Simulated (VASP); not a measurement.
# BaTiO3 (Pm-3m) in VASP: single point with HSE06

Aim: the single point of BaTiO3 with HSE06.

Everything below comes from runs of VASP 6.6.1. Logs are shortened: lines on timing, memory, paths and dates and some standing lists are left out, and cuts for length are marked.

**1. The cell of the first run**

The structure is cubic, space group Pm-3m (No. 221). Conventional cell: a = 3.960 Å, b = 3.960 Å, c = 3.960 Å, α = 90.00°, β = 90.00°, γ = 90.00°. Ba (site symmetry m-3m) has 12 O at 2.80 Å and 8 Ti at 3.43 Å within 3.7 Å. Ti (site symmetry m-3m) has 6 O at 1.98 Å within 2.6 Å. Within 2.6 Å of O (site symmetry 4/mmm) lie 2 Ti at 1.98 Å.

**2. Single point, HSE06**

The input, POSCAR:

```
BaTiO3
1.0
    3.9600700500      0.0000000000      0.0000000000
    0.0000000000      3.9600700500      0.0000000000
    0.0000000000      0.0000000000      3.9600700500
Ba Ti O
1 1 3
Direct
    0.5000000000      0.5000000000      0.5000000000
    0.0000000000      0.0000000000      0.0000000000
    0.0000000000      0.0000000000      0.5000000000
    0.5000000000      0.0000000000      0.0000000000
    0.0000000000      0.5000000000      0.0000000000
```

The input, INCAR.step1:

```
SYSTEM = BaTiO3
PREC = Accurate
ENCUT = 520
EDIFF = 1E-5
ISMEAR = -1
SIGMA = 0.1
LREAL = .False.
LASPH = .True.
NELM = 120
ALGO = Normal
ISIF = 2
LWAVE = .True.
NBANDS = 28
GGA = PE
GGA_COMPAT = .False.
```

The input, INCAR.step2:

```
SYSTEM = BaTiO3
PREC = Accurate
ENCUT = 520
EDIFF = 1E-6
ISMEAR = -1
SIGMA = 0.1
LREAL = .False.
LASPH = .True.
NELM = 120
ALGO = Normal
ISIF = 2
LWAVE = .False.
LCHARG = .True.
GGA = PE
LHFCALC = .True.
HFSCREEN = 0.2079
PRECFOCK = Normal
LELF = .True.
LVHAR = .True.
NBANDS = 28
ISTART = 1
GGA_COMPAT = .False.
```

The input, KPOINTS:

```
Automatic mesh
0
Gamma
  2 2 2
  0 0 0
```

Potentials or basis: VASP PAW PBE potentials, release 64 (Ba_sv, Ti_sv, O).

Command:

```sh
$ cat potpaw_PBE.64/Ba_sv/POTCAR potpaw_PBE.64/Ti_sv/POTCAR potpaw_PBE.64/O/POTCAR > POTCAR
$ cp INCAR.step1 INCAR
$ mpirun -np 1 vasp_std > vasp.out
$ cp INCAR.step2 INCAR
$ mpirun -np 1 vasp_std > vasp.out
```

OUTCAR:

```text
SYSTEM = BaTiO3
   PREC = Accurate
   ENCUT = 520
   EDIFF = 1E-6
   ISMEAR = -1
   LREAL = .False.
   LASPH = .True.
   NELM = 120
   ISIF = 2
   GGA = PE
   LHFCALC = .True.
   HFSCREEN = 0.2079
   PRECFOCK = Normal
   ISTART = 1

 ion  position               nearest neighbor table
   1  0.500  0.500  0.500-   3 2.80   4 2.80   5 2.80   4 2.80   5 2.80   3 2.80   4 2.80   4 2.80
                             3 2.80   5 2.80   5 2.80   3 2.80   2 3.43   2 3.43   2 3.43   2 3.43
   2  0.000  0.000  0.000-   3 1.98   4 1.98   5 1.98   3 1.98   5 1.98   4 1.98   1 3.43   1 3.43
                             1 3.43   1 3.43   1 3.43   1 3.43   1 3.43   1 3.43
   3  0.000  0.000  0.500-   2 1.98   2 1.98   1 2.80   1 2.80   1 2.80   1 2.80
   4  0.500  0.000  0.000-   2 1.98   2 1.98   1 2.80   1 2.80   1 2.80   1 2.80
   5  0.000  0.500  0.000-   2 1.98   2 1.98   1 2.80   1 2.80   1 2.80   1 2.80

  LATTYP: Found a simple cubic cell.
 ALAT       =     3.9600700500

  Lattice vectors:

 A1 = (   3.9600700500,   0.0000000000,   0.0000000000)
 A2 = (   0.0000000000,   3.9600700500,   0.0000000000)
 A3 = (   0.0000000000,   0.0000000000,   3.9600700500)

Analysis of symmetry for initial positions (statically):
=====================================================================
 Subroutine PRICEL returns:
 Original cell was already a primitive cell.

 Routine SETGRP: Setting up the symmetry group for a
 simple cubic supercell.

 Subroutine GETGRP returns: Found 48 space group operations
 (whereof 48 operations were pure point group operations)
 out of a pool of 48 trial point group operations.

The static configuration has the point symmetry O_h .

Analysis of symmetry for dynamics (positions and initial velocities):
=====================================================================
 Subroutine PRICEL returns:
 Original cell was already a primitive cell.

 Routine SETGRP: Setting up the symmetry group for a
 simple cubic supercell.

 Subroutine GETGRP returns: Found 48 space group operations
 (whereof 48 operations were pure point group operations)
 out of a pool of 48 trial point group operations.

The dynamic configuration has the point symmetry O_h .

 Subroutine INISYM returns: Found 48 space group operations
 (whereof 48 operations are pure point group operations),
 and found     1 'primitive' translations

----------------------------------------------------------------------------------------

                                     Primitive cell

  volume of cell :      62.1024

  direct lattice vectors                    reciprocal lattice vectors
     3.960070050  0.000000000  0.000000000     0.252520786  0.000000000  0.000000000
     0.000000000  3.960070050  0.000000000     0.000000000  0.252520786  0.000000000
     0.000000000  0.000000000  3.960070050     0.000000000  0.000000000  0.252520786

  length of vectors
     3.960070050  3.960070050  3.960070050     0.252520786  0.252520786  0.252520786

  position of ions in fractional coordinates (direct lattice)
     0.500000000  0.500000000  0.500000000
     0.000000000  0.000000000  0.000000000
     0.000000000  0.000000000  0.500000000
     0.500000000  0.000000000  0.000000000
     0.000000000  0.500000000  0.000000000

  ion indices of the primitive-cell ions
   primitive index   ion index
                 1           1
                 2           2
                 3           3
                 4           4
                 5           5

----------------------------------------------------------------------------------------

 KPOINTS: Automatic mesh

Automatic generation of k-mesh.
 Grid dimensions read from file:
 generate k-points for:    2    2    2

 Generating k-lattice:

  Cartesian coordinates                     Fractional coordinates (reciprocal lattice)
     0.126260393  0.000000000  0.000000000     0.500000000  0.000000000  0.000000000
     0.000000000  0.126260393  0.000000000     0.000000000  0.500000000  0.000000000
     0.000000000  0.000000000  0.126260393     0.000000000  0.000000000  0.500000000

  Length of vectors
     0.126260393  0.126260393  0.126260393

  Shift w.r.t. Gamma in fractional coordinates (k-lattice)
     0.000000000  0.000000000  0.000000000

 Subroutine IBZKPT returns following result:
 ===========================================

 Found      4 irreducible k-points:

 Following reciprocal coordinates:
            Coordinates               Weight
  0.000000  0.000000  0.000000      1.000000
  0.500000  0.000000  0.000000      3.000000
  0.500000  0.500000  0.000000      3.000000
  0.500000  0.500000  0.500000      1.000000
   k-points           NKPTS =      4   k-points in BZ     NKDIM =      8   number of bands    NBANDS=     28
   number of dos      NEDOS =    301   number of ions     NIONS =      5
   total plane-waves  NPLWV =  27000
   dimension x,y,z NGX =    30 NGY =   30 NGZ =   30
   dimension x,y,z NGXF=    60 NGYF=   60 NGZF=   60
   ions per type =               1   1   3
   NGX,Y,Z   is equivalent  to a cutoff of  12.59, 12.59, 12.59 a.u.
   NGXF,Y,Z  is equivalent  to a cutoff of  25.19, 25.19, 25.19 a.u.
 SYSTEM =  BaTiO3
   PREC   = accura    normal or accurate (medium, high low for compatibility)
   ISTART =      1    job   : 0-new  1-cont  2-samecut
   ICHARG =      0    charge: 1-file 2-atom 10-const
   ISPIN  =      1    spin polarized calculation?
   LNONCOLLINEAR =      F non collinear calculations
   LSORBIT =      F    spin-orbit coupling
   LASPH  =      T    aspherical Exc in radial PAW
   ENCUT  =  520.0 eV  38.22 Ry    6.18 a.u.   7.36  7.36  7.36*2*pi/ulx,y,z
   NELM   =    120;   NELMIN=  2; NELMDL=  0     # of ELM steps
   EDIFF  = 0.1E-05   stopping-criterion for ELM
   LREAL  =      F    real-space projection
   EDIFFG = 0.1E-04   stopping-criterion for IOM
   NSW    =      0    number of steps for IOM
   IBRION =     -1    ionic relax: 0-MD 1-quasi-New 2-CG
   NFREE  =      0    steps in history (QN), initial steepest desc. (CG)
   ISIF   =      2    stress and relaxation
   ISYM   =      3    0-nonsym 1-usesym 2-fastsym
   POTIM  = 0.5000    time-step for ionic-motion
   TEBEG  =    0.0;   TEEND  =   0.0 temperature during run
   PSTRESS=    0.0 pullay stress
   NELECT =      40.0000    total number of electrons
   NUPDOWN=      -1.0000    fix difference up-down
   EMIN   =  10.00;   EMAX   =-10.00  energy-range for DOS
   EFERMI =   0.00;   METHOD = LEGACY
   ISMEAR =    -1;   SIGMA  =   0.10  broadening in eV -4-tet -1-fermi 0-gaus
   EFERMI_NEDOS =   21; number of points for ismear=-14 and -15
   IALGO  =     38    algorithm
   IMIX   =      1    mixing-type and parameters
     AMIX     =   0.40;   BMIX     =  1.00
     AMIX_MAG =   1.60;   BMIX_MAG =  1.00
  volume/ion in A,a.u.               =      12.42        83.82
  Fermi-wavevector in a.u.,A,eV,Ry     =   1.413813  2.671719 27.196238  1.998867
  Thomas-Fermi vector in A             =   2.535420
   LORBIT       =      0    0 simple, 1 ext, 2 COOP (PROOUT), +10 PAW based schemes
   GGA     = PE    functional components
   LHFCALC =     T    Hartree Fock is set to
   PRECFOCK=normal    Normal, Fast or Accurate (Low or Medium for compatibility)
   ENCUT4O =  -1.0   cutoff for four orbital integrals eV
   NKREDX  =     1    reduce k-point grid by
   NKREDY  =     1    reduce k-point grid by
   NKREDZ  =     1    reduce k-point grid by
   AEXX    =    0.2500 exact exchange contribution
   HFSCREEN=    0.2079 screening length (either q_TF or 0.3 A-1)
   HFSCREENC=   0.2079 screening length for correlation (either q_TF or 0.3 A-1)
   ENCUTFOCK=  -1.0 apply spherical cutoff to Coloumb kernel
   IVDW    =     0    specifies the selected vdW correction
   LEPSILON=     F    determine dielectric tensor
   LRPA    =     F    only Hartree local field effects (RPA)
 non-spin polarized calculation
  energy-cutoff  :      520.00
  volume of cell :       62.10
 maximum number of plane-waves:      1743
 NGX is ok and might be reduce to    30
  NGX = 24; NGY = 24; NGZ = 24

 number of electron      39.9999981 magnetization

 Free energy of the ion-electron system (eV)
  ---------------------------------------------------
  ext. energy  EPLUGINS =         0.00000000
  ---------------------------------------------------
  free energy    TOTEN  =       -47.74490824 eV

  energy without entropy =      -47.74490647  energy(sigma->0) =      -47.74490735

 E-fermi :   4.6073     XC(G=0):  -9.3891

 val. band max:        3.1482121387   @ k =   0.5000   0.5000   0.5000
 cond. band min:       6.0338575464   @ k =   0.0000   0.0000   0.0000
 fundamental gap:      2.8856454077
 Fermi energy:         4.6072573605

 k-point     1 :       0.0000    0.0000    0.0000
  band No.  band energies     occupation
      1     -58.2401      2.00000
      2     -32.7829      2.00000
      3     -32.7829      2.00000
      4     -32.7829      2.00000
      5     -22.9855      2.00000
      6     -15.4500      2.00000
[... 20 lines left out ...]
     27       9.7194      0.00000
     28      12.5088      0.00000

 k-point     2 :       0.5000    0.0000    0.0000
  band No.  band energies     occupation
      1     -58.2391      2.00000
      2     -32.8359      2.00000
      3     -32.7773      2.00000
      4     -32.7773      2.00000
      5     -22.8153      2.00000
      6     -15.7509      2.00000
[... 20 lines left out ...]
     27      12.5937      0.00000
     28      13.1214      0.00000

 k-point     3 :       0.5000    0.5000    0.0000
  band No.  band energies     occupation
      1     -58.2380      2.00000
      2     -32.8303      2.00000
      3     -32.8303      2.00000
      4     -32.7717      2.00000
      5     -22.7111      2.00000
      6     -15.1156      2.00000
[... 20 lines left out ...]
     27      13.2827      0.00000
     28      15.0894      0.00000

 k-point     4 :       0.5000    0.5000    0.5000
  band No.  band energies     occupation
      1     -58.2369      2.00000
      2     -32.8252      2.00000
      3     -32.8252      2.00000
      4     -32.8252      2.00000
      5     -22.6246      2.00000
      6     -14.4481      2.00000
[... 20 lines left out ...]
     27      12.7020      0.00000
     28      12.7020      0.00000

------------------------ aborting loop because EDIFF is reached ----------------------------------------

  FORCE on cell =-STRESS in cart. coord.  units (eV):
  Direction    XX          YY          ZZ          XY          YZ          ZX
  --------------------------------------------------------------------------------------
  -------------------------------------------------------------------------------------
  Total        2.4515033      2.4515033      2.4515033      0.0000000      0.0000000     -0.0000000
  in kB       63.2462027     63.2462027     63.2462027      0.0000000      0.0000000     -0.0000000
  external PRESSURE =      63.2462027 kB  Pullay stress =       0.0000000 kB

 VOLUME and BASIS-vectors are now :
 -----------------------------------------------------------------------------
  energy-cutoff  :      520.00
  volume of cell :       62.10
      direct lattice vectors                 reciprocal lattice vectors
     3.960070050  0.000000000  0.000000000     0.252520786  0.000000000  0.000000000
     0.000000000  3.960070050  0.000000000     0.000000000  0.252520786  0.000000000
     0.000000000  0.000000000  3.960070050     0.000000000  0.000000000  0.252520786

 POSITION                                       TOTAL-FORCE (eV/Angst)
 -----------------------------------------------------------------------------------
      1.98004      1.98004      1.98004         0.000000      0.000000      0.000000
      0.00000      0.00000      0.00000         0.000000      0.000000      0.000000
      0.00000      0.00000      1.98004         0.000000      0.000000      0.000000
      1.98004      0.00000      0.00000         0.000000      0.000000      0.000000
      0.00000      1.98004      0.00000         0.000000      0.000000      0.000000
 -----------------------------------------------------------------------------------
    total drift:                               -0.000014     -0.000011     -0.000000

  FREE ENERGIE OF THE ION-ELECTRON SYSTEM (eV)
  ---------------------------------------------------
  free  energy   TOTEN  =       -47.7449082394 eV

  energy  without entropy=      -47.7449064676  energy(sigma->0) =      -47.74490735
```

It took 5.4 min on 1 thread of AMD EPYC 7R43 (Zen 3), shared host; peak memory 0.24 GiB.

Results:

| Quantity | Value |
| --- | --- |
| Free energy | -47.7449 eV |
| Pressure | 6.3 GPa |
| Band gap on the k mesh | 2.89 eV, indirect (least direct gap 3.04 eV) |

Caveat: the k points lie up to 0.79 Å⁻¹ apart; the PAW data sets were made with another functional, which shifts forces and pressure a little; spin-orbit coupling is left out, which moves the levels of the heavy elements. A k mesh can miss the band edges.
